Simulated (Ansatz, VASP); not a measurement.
# One calculation of PbS, two programs

The input INCAR:

```
SYSTEM = PbS
ALGO = Normal
EDIFF = 1E-6
ENCUT = 520
GGA = PE
ISIF = 2
ISMEAR = 0
LASPH = .TRUE.
LCHARG = .FALSE.
LREAL = .FALSE.
LWAVE = .FALSE.
NBANDS = 17
NELM = 80
PREC = Accurate
SIGMA = 0.01
```

The input KPOINTS:

```
k-points
0
G
  4 4 4
  0 0 0
```

POSCAR

```
PbS
1.0
    4.1942040000      0.0000000000      0.0000000000
    2.0971020000      3.6322872127      0.0000000000
    2.0971020000      1.2107624042      3.4245532257
Pb S
1 1
Direct
    0.0000000000      0.0000000000      0.0000000000
    0.5000000000      0.5000000000      0.5000000000
```

Input for Ansatz:

```yaml
crystal:
  lattice:
    - [4.194204, 0.0, 0.0]
    - [2.0971020000000005, 3.6322872126543073, 0.0]
    - [2.0971020000000005, 1.2107624042181027, 3.424553225713392]
  atoms:
    - { symbol: Pb, position: [0.0, 0.0, 0.0] }
    - { symbol: S, position: [0.5000000000000001, 0.49999999999999994, 0.5] }
basis:
  ecutwfc: 450.0
kpoints:
  mp_grid:
    grid: [4, 4, 4]
hamiltonian:
  xc: pbe
scf:
  convergence:
    dr2_threshold: 1.0e-09
  occupations:
    method: fixed
output:
  eigenvalues: true
```

Alike in both runs: task single point; functional PBE; k mesh 4 × 4 × 4; no spin polarisation.

|  | VASP | Ansatz |
| --- | --- | --- |
| version | VASP 6.6.1 | Ansatz 0.2.0 |
| potentials or method | VASP PAW PBE potentials, release 64 (Pb_d, S), cutoff 520 eV | plane waves, PAW |
| occupations | gaussian, width 0.01 eV | fixed |
| valence electrons in the cell | 20 | 20 |

|  | VASP | Ansatz | Ansatz less VASP |
| --- | --- | --- | --- |
| gap on the k mesh at the Fermi level (eV) | 0.36 | 0.36 | -0.007 |

The k mesh is coarse, so the values compare programs but aren't converged. Spin-orbit coupling is off throughout.
